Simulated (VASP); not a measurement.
Lu2SiF2:

```xyz
5
Lattice="-2.0308 2.0308 4.9976 2.0308 -2.0308 4.9976 2.0308 2.0308 -4.9976" Properties=species:S:1:pos:R:3 pbc="T T T"
Lu    2.0308    0.0000    2.4988
Lu    0.0000    2.0308    2.4988
Si    0.0000    0.0000    0.0000
F     0.0000    0.0000    6.4845
F     0.0000    0.0000    3.5107
```

The cell was built from a structure type or drawn by symmetry, and may not be a known phase.

```yaml
Program: VASP 6.6.1
Task: relaxation of cell and atoms
Functional: PBE
Potentials_or_basis: VASP PAW PBE potentials, release 64 (Lu, Si, F)
Cutoff: 600 eV
k_mesh: 6 × 6 × 6
Occupations: gaussian, width 0.1 eV
Spin: no spin polarisation
```

At the start: pressure 9.6 GPa; volume 16.49 Å³/atom.

Where does the relaxation end?

Over 10 steps the energy falls by 547.0 meV/atom and the volume is 17.27 Å³/atom (+4.7 %); space group I4/mmm (No. 139, to 0.1 Å) before and after.

The path:
```csv
step,energy change (eV),largest force (eV/Å),pressure (GPa),volume (Å³)
1,0.0000,0.8794,9.62,82.44
2,-2.3909,0.7888,-5.58,93.37
3,-2.4571,0.6546,-6.78,94.83
4,-2.7149,0.2628,0.89,85.55
5,-2.7298,0.1012,-0.67,87.13
6,-2.7298,0.0849,-0.89,87.28
7,-2.7348,0.0484,0.04,86.37
8,-2.7348,0.0502,0.00,86.41
9,-2.7348,0.0491,-0.02,86.39
10,-2.7351,0.0340,-0.01,86.35
```

Final structure:
```
Lu Si F
1.0
    -2.27889    2.27889    4.15672
     2.27889   -2.27889    4.15672
     2.27889    2.27889   -4.15672
Lu Si F
2 1 2
Cartesian
  2.2789 0.0000 2.0784
  0.0000 2.2789 2.0784
  0.0000 0.0000 0.0000
  0.0000 0.0000 5.4554
  0.0000 0.0000 2.8580
```
